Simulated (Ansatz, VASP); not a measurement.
MgO in VASP and in Ansatz

Contents of INCAR:

```
PREC = Accurate ; ENCUT = 600
EDIFF = 1E-6 ; ISMEAR = 0
SIGMA = 0.05 ; LREAL = False
LASPH = True ; NELM = 120
ALGO = Normal ; ISIF = 2
LWAVE = False ; LCHARG = False
GGA = PE ; NBANDS = 11
GGA_COMPAT = False
```

KPOINTS

```
regular mesh
0
Gamma
  10 10 10
```

File POSCAR:

```
MgO
1.0
    0.0000000000      2.1448745921      2.1448745921
    2.1448745921      0.0000000000      2.1448745921
    2.1448745921      2.1448745921      0.0000000000
Mg O
1 1
Direct
    0.0332654605      0.0332654605     -0.0332654605
    0.4494645280      0.4494645280      0.5505354720
```

Input for Ansatz:

```yaml
crystal:
  lattice:
    - [0.0, 2.1448745921, 2.1448745921]
    - [2.1448745921, 0.0, 2.1448745921]
    - [2.1448745921, 2.1448745921, 0.0]
  atoms:
    - { symbol: Mg, position: [0.0332654605, 0.0332654605, -0.0332654605] }
    - { symbol: O, position: [0.449464528, 0.449464528, 0.550535472] }
basis:
  ecutwfc: 520.0
kpoints:
  mp_grid: { grid: [10, 10, 10] }
hamiltonian:
  xc: pbe
  pseudopotentials: { kind: paw, azcp: { folder: soft_1 } }
scf:
  occupations: { method: gaussian, width: 0.05 }
output:
  forces: true
  stress: true
  eigenvalues: true
```

Change from the starting cell: mode 6 frozen in at -0.215 Å, equal normal strain along x, y and z +0.0083.

Alike in both runs: task single point; functional PBE; k mesh 10 × 10 × 10; occupations gaussian, width 0.05 eV; no spin polarisation.

```csv
,VASP,Ansatz
version,VASP 6.6.1,Ansatz 0.2.0
potentials or method,"VASP PAW PBE potentials, release 64 (Mg, O), cutoff 600 eV","scalar-relativistic, plane waves, PAW"
valence electrons in the cell,8,16
```

```tsv
	VASP	Ansatz	Ansatz less VASP
gap on the k mesh at the Fermi level (eV)	4.20	4.22	+0.017
least direct gap on the mesh (eV)	4.20	4.22	+0.017
pressure (GPa)	8.2	8.9	+0.73
traceless stress, the component that is largest in VASP (GPa)	29.04	28.51	-0.528
rms of the force components (eV/Å)	1.875	1.844	-0.0315
```

Atom by atom the forces differ by 0.031 eV/Å (rms over components). With one functional, cell and mesh, what is left measures potentials, basis and numerics. VASP's potentials hold 8 valence electrons a cell and Ansatz's 16, so a difference there can come from the potentials and not from the codes.
